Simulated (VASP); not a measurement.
Set up this calculation in VASP 6.6.1, as the native input.

* Task: single point
* Functional: PBE
* Potentials or basis: VASP PAW PBE potentials, release 64 (B, P)
* Cutoff: 520 eV
* k mesh: 12 × 12 × 2
* Occupations: gaussian, width 0.05 eV
* Spin: no spin polarisation
* Dipole correction: no
* Further INCAR settings: ALGO = Normal; EDIFF = 1e-06; NBANDS = 36

The structure of BP (an interface model) lies in POSCAR:

```
BP
1.0
    3.2161364976      0.0000000000      0.0000000000
   -1.6080682488      2.7852559090      0.0000000000
    0.0000000000      0.0000000000     15.7557867245
B P
6 6
Direct
    0.0000000000      0.0000000000      0.0000000000
    0.3333333333      0.6666666667      0.1666666667
    0.6666666667      0.3333333333      0.3333333333
    0.6666666667      0.3333333333      0.7083333333
    0.3333333333      0.6666666667      0.5416666667
    0.0000000000      0.0000000000      0.8750000000
    0.6666666667      0.3333333333      0.2083333333
    0.3333333333      0.6666666667      0.0416666667
    0.0000000000      0.0000000000      0.3750000000
    1.0000000000      1.0000000000      0.5000000000
    0.3333333333      0.6666666667      0.6666666667
    0.6666666667      0.3333333333      0.8333333333
```

The input as run:

INCAR

```
ALGO = Normal ; EDIFF = 1E-6
ENCUT = 520 ; GGA = PE
ISIF = 2 ; ISMEAR = 0
LASPH = True ; LCHARG = True
LELF = True ; LREAL = False
LVHAR = True ; LWAVE = False
NBANDS = 36 ; NELM = 80
PREC = Accurate ; SIGMA = 0.05
```

KPOINTS

```
k-points
0
Gamma
  12 12 2
```

Potentials or basis: VASP PAW PBE potentials, release 64 (B, P).

Run with:

```bash
$ cat potpaw_PBE.64/B/POTCAR potpaw_PBE.64/P/POTCAR > POTCAR
$ mpirun -np 1 vasp_std > vasp.out
```

It gave:

The pressure is 1.6 GPa. The largest force is 4.656 eV/Å and the band gap on the k mesh is zero (band 24 reaches 8.04 eV, above the bottom of band 25 at 7.77 eV).

It took 3.5 min on 1 thread of Intel(R) Xeon(R) Platinum 8259CL CPU @ 2.50GHz (Skylake/Cascade Lake), with other jobs on the host, peak memory 0.33 GiB.
